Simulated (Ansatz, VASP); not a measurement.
# One calculation of H, two programs

```
CELL_PARAMETERS angstrom
10.00000 0.00000 0.00000
0.00000 10.50000 0.00000
0.00000 0.00000 11.00000
ATOMIC_POSITIONS crystal
H 0.50000 0.50000 0.46588
H 0.50000 0.50000 0.53412
```

Alike in both runs: functional PBE; k mesh 1 × 1 × 1; occupations gaussian, width 0.01 eV; no spin polarisation.

Ansatz relaxed the structure, and its values are those at the end. VASP's run is a single point on that final structure, the one shown.

```csv
,VASP,Ansatz
version,VASP 6.6.1,Ansatz 0.2.0
potentials or method,"VASP PAW PBE potentials, release 64 (H), cutoff 400 eV","scalar-relativistic, plane waves, PAW"
valence electrons in the cell,2,2
```

```tsv
	VASP	Ansatz	Ansatz less VASP
gap on the k mesh at the Fermi level (eV)	10.15	10.15	+0.006
```

Ansatz's warnings: stress scf threshold loose, xc potential rough in thin density.
